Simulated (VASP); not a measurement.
# V in VASP: a series of runs

Runs on V. Level: PBE. Tasks: electric field gradients.

Program: VASP 6.6.1. These are calculated values, not measurements. Logs are shortened: lines on timing, memory, paths and dates and some standing lists are left out, and cuts for length are marked.

## Step 1: The cell of the first run

It takes space group R-3m (No. 166, trigonal). Conventional cell: a = 4.344 Å, b = 4.344 Å, c = 2.542 Å, α = 90.00°, β = 90.00°, γ = 120.00°. Within 3.4 Å of V (site symmetry -3m) lie 14 V at 2.54 to 3.03 Å.

## Step 2: Electric field gradients, PBE, collinear spin, ferromagnetic start (equal xy, yz and zx shear strains of -3 %)

INCAR

```
SYSTEM = V
PREC = Accurate ; ENCUT = 520
EDIFF = 1E-8 ; ISMEAR = -1
SIGMA = 0.03 ; LREAL = .FALSE.
LASPH = .TRUE. ; NELM = 150
ALGO = Normal ; ISIF = 2
LWAVE = .FALSE. ; LCHARG = .FALSE.
ISPIN = 2 ; MAGMOM = 1.5
LORBIT = 11 ; LMAXMIX = 4
GGA = PE ; LEFG = .TRUE.
NBANDS = 16
```

KPOINTS

```
regular mesh
0
G
  19 19 19
  0 0 0
```

POSCAR

```
V
1.0
   -1.5583900000      1.5130000000      1.5130000000
    1.5130000000     -1.5583900000      1.5130000000
    1.5130000000      1.5130000000     -1.5583900000
V
1
Direct
    0.0000000000      0.0000000000      0.0000000000
```

Potentials or basis: VASP PAW PBE potentials, release 64 (V_sv).

On the command line:

```console
$ cat potpaw_PBE.64/V_sv/POTCAR > POTCAR
$ mpirun -np 1 vasp_std > vasp.out
```

OUTCAR:

```text
SYSTEM = V
   PREC = Accurate
   ENCUT = 520
   EDIFF = 1E-8
   ISMEAR = -1
   LREAL = .FALSE.
   LASPH = .TRUE.
   NELM = 150
   ISIF = 2
   ISPIN = 2
   LORBIT = 11
   GGA = PE

 ion  position               nearest neighbor table
   1  0.000  0.000  0.000-

  LATTYP: Found a trigonal (rhomboedric) cell.
 ALAT       =     2.6470582525
 COS(alpha) =    -0.3463033748

  Lattice vectors:

 A1 = (  -1.5583900000,   1.5130000000,   1.5130000000)
 A2 = (   1.5130000000,  -1.5583900000,   1.5130000000)
 A3 = (   1.5130000000,   1.5130000000,  -1.5583900000)

Analysis of symmetry for initial positions (statically):
=====================================================================
 Subroutine PRICEL returns:
 Original cell was already a primitive cell.

 Routine SETGRP: Setting up the symmetry group for a
 trigonal (rhombohedral) supercell.

 Subroutine GETGRP returns: Found 12 space group operations
 (whereof 12 operations were pure point group operations)
 out of a pool of 12 trial point group operations.

The static configuration has the point symmetry D_3d.

Analysis of symmetry for dynamics (positions and initial velocities):
=====================================================================
 Subroutine PRICEL returns:
 Original cell was already a primitive cell.

 Routine SETGRP: Setting up the symmetry group for a
 trigonal (rhombohedral) supercell.

 Subroutine GETGRP returns: Found 12 space group operations
 (whereof 12 operations were pure point group operations)
 out of a pool of 12 trial point group operations.

The dynamic configuration has the point symmetry D_3d.

Analysis of structural, dynamic, and magnetic symmetry:
=====================================================================
 Subroutine PRICEL returns:
 Original cell was already a primitive cell.

 Routine SETGRP: Setting up the symmetry group for a
 trigonal (rhombohedral) supercell.

 Subroutine GETGRP returns: Found 12 space group operations
 (whereof 12 operations were pure point group operations)
 out of a pool of 12 trial point group operations.

The overall configuration has the point symmetry D_3d.

 Subroutine INISYM returns: Found 12 space group operations
 (whereof 12 operations are pure point group operations),
 and found     1 'primitive' translations

----------------------------------------------------------------------------------------

                                     Primitive cell

  volume of cell :      13.8446

  direct lattice vectors                    reciprocal lattice vectors
    -1.558390000  1.513000000  1.513000000     0.010069654  0.335655138  0.335655138
     1.513000000 -1.558390000  1.513000000     0.335655138  0.010069654  0.335655138
     1.513000000  1.513000000 -1.558390000     0.335655138  0.335655138  0.010069654

  length of vectors
     2.647058252  2.647058252  2.647058252     0.474794842  0.474794842  0.474794842

  position of ions in fractional coordinates (direct lattice)
     0.000000000  0.000000000  0.000000000

  ion indices of the primitive-cell ions
   primitive index   ion index
                 1           1

----------------------------------------------------------------------------------------

 KPOINTS: regular mesh

Automatic generation of k-mesh.
 Grid dimensions read from file:
 generate k-points for:   19   19   19

 Generating k-lattice:

  Cartesian coordinates                     Fractional coordinates (reciprocal lattice)
     0.000529982  0.017666060  0.017666060     0.052631579 -0.000000000 -0.000000000
     0.017666060  0.000529982  0.017666060    -0.000000000  0.052631579 -0.000000000
     0.017666060  0.017666060  0.000529982    -0.000000000 -0.000000000  0.052631579

[... 46 lines left out ...]
 SYSTEM =  V
   PREC   = accura    normal or accurate (medium, high low for compatibility)
   ISTART =      0    job   : 0-new  1-cont  2-samecut
   ICHARG =      2    charge: 1-file 2-atom 10-const
   ISPIN  =      2    spin polarized calculation?
   LNONCOLLINEAR =      F non collinear calculations
   LSORBIT =      F    spin-orbit coupling
   LASPH  =      T    aspherical Exc in radial PAW
   ENCUT  =  520.0 eV  38.22 Ry    6.18 a.u.   4.92  4.92  4.92*2*pi/ulx,y,z
   NELM   =    150;   NELMIN=  2; NELMDL= -5     # of ELM steps
   EDIFF  = 0.1E-07   stopping-criterion for ELM
   LREAL  =      F    real-space projection
   EDIFFG = 0.1E-06   stopping-criterion for IOM
   NSW    =      0    number of steps for IOM
   IBRION =     -1    ionic relax: 0-MD 1-quasi-New 2-CG
   NFREE  =      0    steps in history (QN), initial steepest desc. (CG)
   ISIF   =      2    stress and relaxation
   ISYM   =      2    0-nonsym 1-usesym 2-fastsym
   POTIM  = 0.5000    time-step for ionic-motion
   TEBEG  =    0.0;   TEEND  =   0.0 temperature during run
   PSTRESS=    0.0 pullay stress
   NELECT =      13.0000    total number of electrons
   NUPDOWN=      -1.0000    fix difference up-down
   EMIN   =  10.00;   EMAX   =-10.00  energy-range for DOS
   EFERMI =   0.00;   METHOD = LEGACY
   ISMEAR =    -1;   SIGMA  =   0.03  broadening in eV -4-tet -1-fermi 0-gaus
   EFERMI_NEDOS =   21; number of points for ismear=-14 and -15
   IALGO  =     38    algorithm
   IMIX   =      4    mixing-type and parameters
     AMIX     =   0.40;   BMIX     =  1.00
     AMIX_MAG =   1.60;   BMIX_MAG =  1.00
  volume/ion in A,a.u.               =      13.84        93.43
  Fermi-wavevector in a.u.,A,eV,Ry     =   1.603107  3.029432 34.966305  2.569951
  Thomas-Fermi vector in A             =   2.699822
   LORBIT       =     11    0 simple, 1 ext, 2 COOP (PROOUT), +10 PAW based schemes
   GGA     = PE    functional components
   LHFCALC =     F    Hartree Fock is set to
   AEXX    =    0.0000 exact exchange contribution
   IVDW    =     0    specifies the selected vdW correction
   LEPSILON=     F    determine dielectric tensor
   LRPA    =     F    only Hartree local field effects (RPA)
 spin polarized calculation
  energy-cutoff  :      520.00
  volume of cell :       13.84
 maximum number of plane-waves:       386
   NGX =  9   NGY =  9   NGZ =  9

 number of electron      13.0000003 magnetization       0.0000430

 number of electron      13.0000003 magnetization      -0.0000008

 Free energy of the ion-electron system (eV)
  ---------------------------------------------------
  ext. energy  EPLUGINS =         0.00000000
  ---------------------------------------------------
  free energy    TOTEN  =        -8.98747094 eV

  energy without entropy =       -8.98191242  energy(sigma->0) =       -8.98469168

 E-fermi :   9.3688     XC(G=0): -12.7544

 val. band max:        9.3687203892   @ k =   0.4211   0.3684   0.1579
 cond. band min:       9.3697506190   @ k =   0.3158   0.1579   0.0526
 fundamental gap:      0.0010302299
 Fermi energy:         9.3688408802

 spin component 1

 k-point     1 :       0.0000    0.0000    0.0000
  band No.  band energies     occupation
      1     -54.3819      1.00000
      2     -27.7633      1.00000
      3     -27.7633      1.00000
      4     -27.6365      1.00000
      5       2.8469      1.00000
      6       9.4585      0.04794
[... 435 lines left out ...]
      5       4.8809      1.00000
      6       9.1189      0.99976
[... 8 lines left out ...]
     15      35.3266      0.00000
     16      36.5856      0.00000

 [... further k-points ...]

 spin component 2

 k-point     1 :       0.0000    0.0000    0.0000
  band No.  band energies     occupation
      1     -54.3819      1.00000
      2     -27.7633      1.00000
      3     -27.7633      1.00000
      4     -27.6365      1.00000
      5       2.8469      1.00000
      6       9.4585      0.04794
[... 435 lines left out ...]
      5       4.8809      1.00000
      6       9.1189      0.99976
[... 8 lines left out ...]
     15      35.3266      0.00000
     16      36.5856      0.00000

 [... further k-points ...]

------------------------ aborting loop because EDIFF is reached ----------------------------------------

  FORCE on cell =-STRESS in cart. coord.  units (eV):
  Direction    XX          YY          ZZ          XY          YZ          ZX
  --------------------------------------------------------------------------------------
  -------------------------------------------------------------------------------------
  Total       -0.4072912     -0.4072912     -0.4072912      0.0206965      0.0206965      0.0206965
  in kB      -47.1340727    -47.1340727    -47.1340727      2.3951135      2.3951135      2.3951135
  external PRESSURE =     -47.1340727 kB  Pullay stress =       0.0000000 kB

 VOLUME and BASIS-vectors are now :
 -----------------------------------------------------------------------------
  energy-cutoff  :      520.00
  volume of cell :       13.84
      direct lattice vectors                 reciprocal lattice vectors
    -1.558390000  1.513000000  1.513000000     0.010069654  0.335655138  0.335655138
     1.513000000 -1.558390000  1.513000000     0.335655138  0.010069654  0.335655138
     1.513000000  1.513000000 -1.558390000     0.335655138  0.335655138  0.010069654

 POSITION                                       TOTAL-FORCE (eV/Angst)
 -----------------------------------------------------------------------------------
      0.00000      0.00000      0.00000         0.000000      0.000000     -0.000000
 -----------------------------------------------------------------------------------
    total drift:                                0.000000     -0.000000      0.000000

  FREE ENERGIE OF THE ION-ELECTRON SYSTEM (eV)
  ---------------------------------------------------
  free  energy   TOTEN  =        -8.9874709378 eV

  energy  without entropy=       -8.9819124209  energy(sigma->0) =       -8.98469168

 Electric field gradients (V/A^2)
---------------------------------------------------------------------
 ion       V_xx      V_yy      V_zz      V_xy      V_xz      V_yz
---------------------------------------------------------------------
   1       0.000    -0.000     0.000     4.869     4.869     4.869
---------------------------------------------------------------------

 Electric field gradients after diagonalization (V/A^2)
 (convention: |V_zz| > |V_xx| > |V_yy|)
----------------------------------------------------------------------
 ion       V_xx      V_yy      V_zz     asymmetry (V_yy - V_xx)/ V_zz
----------------------------------------------------------------------
   1      -4.869    -4.869     9.739       0.000
----------------------------------------------------------------------

           NMR quadrupolar parameters

 Cq : quadrupolar parameter    Cq=e*Q*V_zz/h
 eta: asymmetry parameters     (V_yy - V_xx)/ V_zz
 Q  : nuclear electric quadrupole moment in mb (millibarn)
----------------------------------------------------------------------
 ion       Cq(MHz)       eta       Q (mb)
----------------------------------------------------------------------
   1       0.024       0.000       1.000
----------------------------------------------------------------------

 total charge

# of ion       s       p       d       tot
------------------------------------------
    1        2.333   6.212   3.063  11.609

 magnetization (x)

# of ion       s       p       d       tot
------------------------------------------
    1       -0.000  -0.000  -0.000  -0.000
```

It took 7.6 min on 1 thread of Intel Xeon 8259CL, shared host; peak memory 0.31 GiB.

What came out:

```yaml
Free_energy: -8.9875 eV
Pressure: -4.7 GPa
Net_moment: 0.00 μB per cell
Largest_electric_field_gradient_by_atom: V +9.7 V/Å²
Valence_electrons_inside_the_program's_atomic_spheres: V 11.61
```

Stress tensor (GPa, compression positive):
```
-4.71  0.24  0.24
 0.24 -4.71  0.24
 0.24  0.24 -4.71
```

Levels at points of the mesh, in eV from the Fermi level:
Spin up:
```
           k point  band 4  band 5  band 6  band 7  band 8  band 9  band 10  band 11
(0.00, 0.00, 0.00)  -37.01   -6.52    0.09    0.54    0.54    2.39     2.39    19.57
```
Spin down:
```csv
k point,band 4,band 5,band 6,band 7,band 8,band 9,band 10,band 11
"(0.00, 0.00, 0.00)",-37.01,-6.52,0.09,0.54,0.54,2.39,2.39,19.57
```

Electric field gradients, principal values (V/Å²):
| atom | least | middle | greatest (by size) |
| --- | --- | --- | --- |
| 1 V | -4.869 | -4.869 | 9.739 |

Caveat: the cell differs from its parent crystal (equal xy, yz and zx shear strains of -3 %); the cell stands under tension; without QUAD_EFG the Cq values of the log hold for a quadrupole moment of 1 mb, not for the nuclei.

(Continued in part 2 of 3.)
